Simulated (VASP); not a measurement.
# Si2Ru2N (P4/mmm) in VASP: notebook

Si2Ru2N is run at these levels: PBE; tasks: single point, relaxation of cell and atoms.

Program: VASP 6.6.1. These are calculated values, not measurements. Logs are shortened: lines on timing, memory, paths and dates and some standing lists are left out, and cuts for length are marked.

## Step 1: The cell of the first run

It takes space group P4/mmm (No. 123, tetragonal). The conventional cell has a = 3.232 Å, b = 3.232 Å, c = 7.453 Å, α = 90.00°, β = 90.00°, γ = 90.00°. Within 2.2 Å of Si (site symmetry 4mm) lie 1 N at 1.69 Å. Within 3.1 Å of Ru (site symmetry 4mm) lie 4 Si at 2.33 Å and 1 Ru at 2.42 Å and 4 N at 2.59 Å. N (site symmetry 4/mmm) has 2 Si at 1.69 Å within 2.2 Å.

## Step 2: Single point, PBE, collinear spin, ferromagnetic start

INCAR

```
SYSTEM = Si2Ru2N
  PREC = Accurate
  ENCUT = 520
  EDIFF = 1E-6
  ISMEAR = 0
  SIGMA = 0.1
  LREAL = .FALSE.
  LASPH = .TRUE.
  NELM = 150
  ALGO = Normal
  ISIF = 2
  LWAVE = .FALSE.
  LCHARG = .TRUE.
  ISPIN = 2
  MAGMOM = 0 0 1 1 0
  LORBIT = 11
  LMAXMIX = 4
  GGA = PE
  LELF = .TRUE.
  LVHAR = .TRUE.
  NBANDS = 32
```

KPOINTS

```
Automatic mesh
0
G
  6 6 4
  0 0 0
```

POSCAR

```
Si2Ru2N
1.0
    3.2315941900      0.0000000000      0.0000000000
    0.0000000000      3.2315941900      0.0000000000
    0.0000000000      0.0000000000      7.4529001300
Si Ru N
2 2 1
Direct
    0.0000000000      0.0000000000      0.2265089900
    0.0000000000      0.0000000000      0.7734910100
    0.5000000000      0.5000000000      0.1625604100
    0.5000000000      0.5000000000      0.8374395900
    0.0000000000      0.0000000000      0.0000000000
```

Potentials or basis: VASP PAW PBE potentials, release 64 (Si, Ru_pv, N).

On the command line:

```bash
$ cat potpaw_PBE.64/Si/POTCAR potpaw_PBE.64/Ru_pv/POTCAR potpaw_PBE.64/N/POTCAR > POTCAR
$ mpirun -np 1 vasp_std > vasp.out
```

OUTCAR:

```text
SYSTEM = Si2Ru2N
   PREC = Accurate
   ENCUT = 520
   EDIFF = 1E-6
   ISMEAR = 0
   LREAL = .FALSE.
   LASPH = .TRUE.
   NELM = 150
   ISIF = 2
   ISPIN = 2
   LORBIT = 11
   GGA = PE

 ion  position               nearest neighbor table
   1  0.000  0.000  0.227-   5 1.69   3 2.33   3 2.33   3 2.33   3 2.33
   2  0.000  0.000  0.773-   5 1.69   4 2.33   4 2.33   4 2.33   4 2.33
   3  0.500  0.500  0.163-   1 2.33   1 2.33   1 2.33   1 2.33   4 2.42
   4  0.500  0.500  0.837-   2 2.33   2 2.33   2 2.33   2 2.33   3 2.42
   5  0.000  0.000  0.000-   1 1.69   2 1.69

  LATTYP: Found a simple tetragonal cell.
 ALAT       =     3.2315941900
 C/A-ratio  =     2.3062611491

  Lattice vectors:

 A1 = (   3.2315941900,   0.0000000000,   0.0000000000)
 A2 = (   0.0000000000,   3.2315941900,   0.0000000000)
 A3 = (   0.0000000000,   0.0000000000,   7.4529001300)

Analysis of symmetry for initial positions (statically):
=====================================================================
 Subroutine PRICEL returns:
 Original cell was already a primitive cell.

 Routine SETGRP: Setting up the symmetry group for a
 simple tetragonal supercell.

 Subroutine GETGRP returns: Found 16 space group operations
 (whereof 16 operations were pure point group operations)
 out of a pool of 16 trial point group operations.

The static configuration has the point symmetry D_4h.

Analysis of symmetry for dynamics (positions and initial velocities):
=====================================================================
 Subroutine PRICEL returns:
 Original cell was already a primitive cell.

 Routine SETGRP: Setting up the symmetry group for a
 simple tetragonal supercell.

 Subroutine GETGRP returns: Found 16 space group operations
 (whereof 16 operations were pure point group operations)
 out of a pool of 16 trial point group operations.

The dynamic configuration has the point symmetry D_4h.

Analysis of structural, dynamic, and magnetic symmetry:
=====================================================================
 Subroutine PRICEL returns:
 Original cell was already a primitive cell.

 Routine SETGRP: Setting up the symmetry group for a
 simple tetragonal supercell.

 Subroutine GETGRP returns: Found 16 space group operations
 (whereof 16 operations were pure point group operations)
 out of a pool of 16 trial point group operations.

The overall configuration has the point symmetry D_4h.

 Subroutine INISYM returns: Found 16 space group operations
 (whereof 16 operations are pure point group operations),
 and found     1 'primitive' translations

----------------------------------------------------------------------------------------

                                     Primitive cell

  volume of cell :      77.8321

  direct lattice vectors                    reciprocal lattice vectors
     3.231594190  0.000000000  0.000000000     0.309444794  0.000000000  0.000000000
     0.000000000  3.231594190  0.000000000     0.000000000  0.309444794  0.000000000
     0.000000000  0.000000000  7.452900130     0.000000000  0.000000000  0.134175956

  length of vectors
     3.231594190  3.231594190  7.452900130     0.309444794  0.309444794  0.134175956

  position of ions in fractional coordinates (direct lattice)
     0.000000000  0.000000000  0.226508990
     0.000000000  0.000000000  0.773491010
     0.500000000  0.500000000  0.162560410
     0.500000000  0.500000000  0.837439590
     0.000000000  0.000000000  0.000000000

  ion indices of the primitive-cell ions
   primitive index   ion index
                 1           1
                 2           2
                 3           3
                 4           4
                 5           5

----------------------------------------------------------------------------------------

 KPOINTS: Automatic mesh

Automatic generation of k-mesh.
 Grid dimensions read from file:
 generate k-points for:    6    6    4

 Generating k-lattice:

  Cartesian coordinates                     Fractional coordinates (reciprocal lattice)
     0.051574132  0.000000000  0.000000000     0.166666667  0.000000000  0.000000000
     0.000000000  0.051574132  0.000000000     0.000000000  0.166666667  0.000000000
     0.000000000  0.000000000  0.033543989     0.000000000  0.000000000  0.250000000

  Length of vectors
     0.051574132  0.051574132  0.033543989

  Shift w.r.t. Gamma in fractional coordinates (k-lattice)
     0.000000000  0.000000000  0.000000000

 Subroutine IBZKPT returns following result:
 ===========================================

 Found     30 irreducible k-points:

 Following reciprocal coordinates:
            Coordinates               Weight
  0.000000  0.000000  0.000000      1.000000
  0.166667  0.000000  0.000000      4.000000
  0.333333  0.000000  0.000000      4.000000
  0.500000  0.000000  0.000000      2.000000
  0.166667  0.166667  0.000000      4.000000
  0.333333  0.166667  0.000000      8.000000
[... 16 lines left out ...]
  0.333333  0.000000  0.500000      4.000000
  0.500000  0.000000  0.500000      2.000000
 [... further k-points ...]
   k-points           NKPTS =     30   k-points in BZ     NKDIM =     30   number of bands    NBANDS=     32
   number of dos      NEDOS =    301   number of ions     NIONS =      5
   total plane-waves  NPLWV =  32256
   dimension x,y,z NGX =    24 NGY =   24 NGZ =   56
   dimension x,y,z NGXF=    48 NGYF=   48 NGZF=  112
   ions per type =               2   2   1
   NGX,Y,Z   is equivalent  to a cutoff of  12.35, 12.35, 12.49 a.u.
   NGXF,Y,Z  is equivalent  to a cutoff of  24.69, 24.69, 24.98 a.u.
 SYSTEM =  Si2Ru2N
   PREC   = accura    normal or accurate (medium, high low for compatibility)
   ISTART =      0    job   : 0-new  1-cont  2-samecut
   ICHARG =      2    charge: 1-file 2-atom 10-const
   ISPIN  =      2    spin polarized calculation?
   LNONCOLLINEAR =      F non collinear calculations
   LSORBIT =      F    spin-orbit coupling
   LASPH  =      T    aspherical Exc in radial PAW
   ENCUT  =  520.0 eV  38.22 Ry    6.18 a.u.   6.01  6.01 13.86*2*pi/ulx,y,z
   NELM   =    150;   NELMIN=  2; NELMDL= -5     # of ELM steps
   EDIFF  = 0.1E-05   stopping-criterion for ELM
   LREAL  =      F    real-space projection
   EDIFFG = 0.1E-04   stopping-criterion for IOM
   NSW    =      0    number of steps for IOM
   IBRION =     -1    ionic relax: 0-MD 1-quasi-New 2-CG
   NFREE  =      0    steps in history (QN), initial steepest desc. (CG)
   ISIF   =      2    stress and relaxation
   ISYM   =      2    0-nonsym 1-usesym 2-fastsym
   POTIM  = 0.5000    time-step for ionic-motion
   TEBEG  =    0.0;   TEEND  =   0.0 temperature during run
   PSTRESS=    0.0 pullay stress
   NELECT =      41.0000    total number of electrons
   NUPDOWN=      -1.0000    fix difference up-down
   EMIN   =  10.00;   EMAX   =-10.00  energy-range for DOS
   EFERMI =   0.00;   METHOD = LEGACY
   ISMEAR =     0;   SIGMA  =   0.10  broadening in eV -4-tet -1-fermi 0-gaus
   EFERMI_NEDOS =   21; number of points for ismear=-14 and -15
   IALGO  =     38    algorithm
   IMIX   =      4    mixing-type and parameters
     AMIX     =   0.40;   BMIX     =  1.00
     AMIX_MAG =   1.60;   BMIX_MAG =  1.00
  volume/ion in A,a.u.               =      15.57       105.05
  Fermi-wavevector in a.u.,A,eV,Ry     =   1.322157  2.498515 23.784344  1.748100
  Thomas-Fermi vector in A             =   2.451859
   LORBIT       =     11    0 simple, 1 ext, 2 COOP (PROOUT), +10 PAW based schemes
   GGA     = PE    functional components
   LHFCALC =     F    Hartree Fock is set to
   AEXX    =    0.0000 exact exchange contribution
   IVDW    =     0    specifies the selected vdW correction
   LEPSILON=     F    determine dielectric tensor
   LRPA    =     F    only Hartree local field effects (RPA)
 spin polarized calculation
 Gauss-broadening in eV      SIGMA  =   0.10
  energy-cutoff  :      520.00
  volume of cell :       77.83
 maximum number of plane-waves:      2120
   NGX = 13   NGY = 13   NGZ = 27

 number of electron      41.0000013 magnetization       0.0000613

 number of electron      41.0000013 magnetization      -0.0000140

 Free energy of the ion-electron system (eV)
  ---------------------------------------------------
  ext. energy  EPLUGINS =         0.00000000
  ---------------------------------------------------
  free energy    TOTEN  =       -33.64745912 eV

  energy without entropy =      -33.63450604  energy(sigma->0) =      -33.64098258

 E-fermi :   7.7267     XC(G=0): -10.7768

 val. band max:        7.7168121459   @ k =   0.5000   0.0000   0.0000
 cond. band min:       7.7618647201   @ k =   0.5000   0.0000   0.0000
 fundamental gap:      0.0450525741
 Fermi energy:         7.7266719107

 spin component 1

 k-point     1 :       0.0000    0.0000    0.0000
  band No.  band energies     occupation
      1     -34.9053      1.00000
      2     -34.6964      1.00000
      3     -34.6964      1.00000
      4     -34.6155      1.00000
      5     -34.6155      1.00000
      6     -34.1878      1.00000
[... 829 lines left out ...]
     31      16.3278      0.00000
     32      16.7549      0.00000

 [... further k-points ...]

 spin component 2

 k-point     1 :       0.0000    0.0000    0.0000
  band No.  band energies     occupation
      1     -34.9053      1.00000
      2     -34.6964      1.00000
      3     -34.6964      1.00000
      4     -34.6155      1.00000
      5     -34.6155      1.00000
      6     -34.1878      1.00000
[... 829 lines left out ...]
     31      16.3278      0.00000
     32      16.7549      0.00000

 [... further k-points ...]
[... 5 lines left out ...]
  --------------------------------------------------------------------------------------
  -------------------------------------------------------------------------------------
  Total        9.0665355      9.0665355     11.2987498      0.0000000     -0.0000000     -0.0000000
  in kB      186.6349661    186.6349661    232.5851780      0.0000000     -0.0000000     -0.0000000
  external PRESSURE =     201.9517034 kB  Pullay stress =       0.0000000 kB

 VOLUME and BASIS-vectors are now :
 -----------------------------------------------------------------------------
  energy-cutoff  :      520.00
  volume of cell :       77.83
      direct lattice vectors                 reciprocal lattice vectors
     3.231594190  0.000000000  0.000000000     0.309444794  0.000000000  0.000000000
     0.000000000  3.231594190  0.000000000     0.000000000  0.309444794  0.000000000
     0.000000000  0.000000000  7.452900130     0.000000000  0.000000000  0.134175956

 POSITION                                       TOTAL-FORCE (eV/Angst)
 -----------------------------------------------------------------------------------
      0.00000      0.00000      1.68815         0.000000      0.000000      2.306069
      0.00000      0.00000      5.76475        -0.000000      0.000000     -2.306069
      1.61580      1.61580      1.21155         0.000000      0.000000      1.679854
      1.61580      1.61580      6.24135         0.000000     -0.000000     -1.679854
      0.00000      0.00000      0.00000         0.000000      0.000000      0.000000
 -----------------------------------------------------------------------------------
    total drift:                                0.000000     -0.000000      0.000000

  FREE ENERGIE OF THE ION-ELECTRON SYSTEM (eV)
  ---------------------------------------------------
  free  energy   TOTEN  =       -33.6474591174 eV

  energy  without entropy=      -33.6345060433  energy(sigma->0) =      -33.64098258

 total charge

# of ion       s       p       d       tot
------------------------------------------
    1        0.781   0.943   0.000   1.724
    2        0.781   0.943   0.000   1.724
    3        0.325   6.215   6.386  12.926
    4        0.325   6.215   6.386  12.926
    5        1.304   2.500   0.000   3.803
--------------------------------------------------
tot          3.516  16.816  12.771  33.102

 magnetization (x)

# of ion       s       p       d       tot
------------------------------------------
    1       -0.000  -0.000   0.000  -0.000
    2       -0.000  -0.000   0.000  -0.000
    3       -0.000  -0.000  -0.000  -0.000
    4       -0.000  -0.000  -0.000  -0.000
    5        0.000   0.000   0.000   0.000
--------------------------------------------------
tot          0.000   0.000  -0.000   0.000
```

Wall time 2.3 min (1 thread of Intel Xeon 6975P-C, shared host); peak memory 0.27 GiB.

What came out:

- Free energy: -33.6475 eV
- Pressure: 20.2 GPa
- Largest force: 2.306 eV/Å
- Net moment: 0.00 μB per cell
- Valence electrons inside the program's atomic spheres: Si 1.72; Ru 12.93; N 3.80

Forces in eV/Å, atoms in the order of the input:
```
Si   0.000  0.000  2.306
Si   0.000  0.000 -2.306
Ru   0.000  0.000  1.680
Ru   0.000  0.000 -1.680
N    0.000  0.000  0.000
```

Levels at points of the mesh, in eV from the Fermi level:
Spin up:
```
           k point  band 18  band 19  band 20  band 21  band 22  band 23
(0.00, 0.00, 0.00)    -1.57    -1.57    -0.64    -0.64    -0.20     0.55
(0.50, 0.00, 0.00)    -1.04    -0.13    -0.01     0.04     0.16     0.67
(0.50, 0.50, 0.00)    -0.06     0.20     0.49     0.69     0.87     0.87
(0.00, 0.00, 0.50)    -1.54    -1.54    -0.76    -0.68    -0.68     1.83
(0.50, 0.00, 0.50)    -0.91    -0.38    -0.14     0.04     0.32     0.33
(0.50, 0.50, 0.50)    -0.06     0.20     0.40     0.87     0.87     1.02
```
Spin down:
```
           k point  band 18  band 19  band 20  band 21  band 22  band 23
(0.00, 0.00, 0.00)    -1.57    -1.57    -0.64    -0.64    -0.20     0.55
(0.50, 0.00, 0.00)    -1.04    -0.13    -0.01     0.04     0.16     0.67
(0.50, 0.50, 0.00)    -0.06     0.20     0.49     0.69     0.87     0.87
(0.00, 0.00, 0.50)    -1.54    -1.54    -0.76    -0.68    -0.68     1.83
(0.50, 0.00, 0.50)    -0.91    -0.38    -0.14     0.04     0.32     0.33
(0.50, 0.50, 0.50)    -0.06     0.20     0.40     0.87     0.87     1.02
```

Caveat: forces of over 1 eV/Å act on the atoms, so gaps and moduli don't describe the material at rest.

## Step 3: Relaxation of cell and atoms, PBE

This run uses another cell than the first one, of 13.87 Å³/atom, 0.891 times its volume.

INCAR

```
SYSTEM = Si2Ru2N
ALGO = Normal
EDIFF = 1E-6
EDIFFG = -0.01
ENCUT = 600
GGA = PE
IBRION = 2
ISIF = 3
ISMEAR = 0
LASPH = .TRUE.
LCHARG = .FALSE.
LREAL = .FALSE.
LWAVE = .FALSE.
NELM = 80
NSW = 100
PREC = Accurate
SIGMA = 0.1
```

KPOINTS

```
k-points
0
G
  12 12 6
  0 0 0
```

POSCAR

```
Si2Ru2N
1.0
    3.3453189347      0.0000000000      0.0000000000
    0.0000000000      3.3453189347      0.0000000000
    0.0000000000      0.0000000000      6.1965851354
Si Ru N
2 2 1
Direct
    0.0000000000      0.0000000000      0.2908151191
    0.0000000000      0.0000000000      0.7091848809
    0.5000000000      0.5000000000      0.2095258601
    0.5000000000      0.5000000000      0.7904741399
    0.0000000000      0.0000000000      0.0000000000
```

Potentials or basis: VASP PAW PBE potentials, release 64 (Si, Ru_pv, N).

On the command line:

```bash
$ cat potpaw_PBE.64/Si/POTCAR potpaw_PBE.64/Ru_pv/POTCAR potpaw_PBE.64/N/POTCAR > POTCAR
$ mpirun -np 1 vasp_std > vasp.out
```

Run time: 9.2 min. Hardware: 1 thread of Intel Xeon 6975P-C, shared host; peak memory 0.36 GiB.

It converged, with:

```yaml
Free_energy: -34.5028 eV
Relaxed_volume: 13.89 Å³/atom
Relaxed_cell: a = 3.348 Å, b = 3.348 Å, c = 6.195 Å, α = 90.00°, β = 90.00°, γ = 90.00°
Space_group_after_relaxing_to_0.05_Å: P4/mmm (No. 123)
Energy_gained_by_relaxing: 0.1 meV/atom
Ionic_steps: 4
Pressure_after_relaxing: 0.0 GPa
Largest_force_after_relaxing: 0.006 eV/Å
```

Forces on the atoms (eV/Å):
```
Si   0.000  0.000 -0.006
Si   0.000  0.000  0.006
Ru   0.000  0.000  0.002
Ru   0.000  0.000 -0.002
N    0.000  0.000  0.000
```

Stress tensor (GPa, compression positive):
```
-0.01  0.00  0.00
 0.00 -0.01  0.00
 0.00  0.00  0.10
```

The path:
| step | energy change (eV) | largest force (eV/Å) | pressure (GPa) | volume (Å³) |
| --- | --- | --- | --- | --- |
| 1 | 0.0000 | 0.0826 | -0.06 | 69.35 |
| 2 | -0.0004 | 0.0224 | 0.27 | 69.30 |
| 3 | -0.0004 | 0.0221 | 0.32 | 69.29 |
| 4 | -0.0007 | 0.0056 | 0.03 | 69.46 |

Final structure:
```cif
data_structure
_symmetry_space_group_name_H-M 'P 1'
_symmetry_Int_Tables_number 1
_cell_length_a 3.3484
_cell_length_b 3.3484
_cell_length_c 6.1954
_cell_angle_alpha 90.000
_cell_angle_beta 90.000
_cell_angle_gamma 90.000
_cell_volume 69.46
loop_
_atom_site_label
_atom_site_type_symbol
_atom_site_fract_x
_atom_site_fract_y
_atom_site_fract_z
_atom_site_occupancy
Si1 Si 0.00000 0.00000 0.28965 1
Si2 Si 0.00000 0.00000 0.71035 1
Ru1 Ru 0.50000 0.50000 0.20997 1
Ru2 Ru 0.50000 0.50000 0.79003 1
N1 N 0.00000 0.00000 0.00000 1
```

Levels at points of the mesh, in eV from the Fermi level:
```tsv
k point	band 17	band 18	band 19	band 20	band 21	band 22	band 23	band 24
(0.00, 0.00, 0.00)	-1.46	-1.46	-1.42	-0.30	-0.30	0.19	1.07	3.58
(0.50, 0.00, 0.00)	-1.60	-1.05	-0.11	-0.07	0.01	0.23	2.20	2.22
(0.50, 0.50, 0.00)	-1.73	-0.87	0.04	0.22	0.54	0.75	0.75	1.73
(0.00, 0.00, 0.50)	-1.46	-0.96	-0.96	-0.93	-0.93	-0.73	2.88	2.88
(0.50, 0.00, 0.50)	-1.20	-0.70	-0.65	-0.29	0.09	0.23	0.64	1.43
(0.50, 0.50, 0.50)	-1.99	-0.10	0.05	0.05	0.21	0.70	0.70	2.19
```
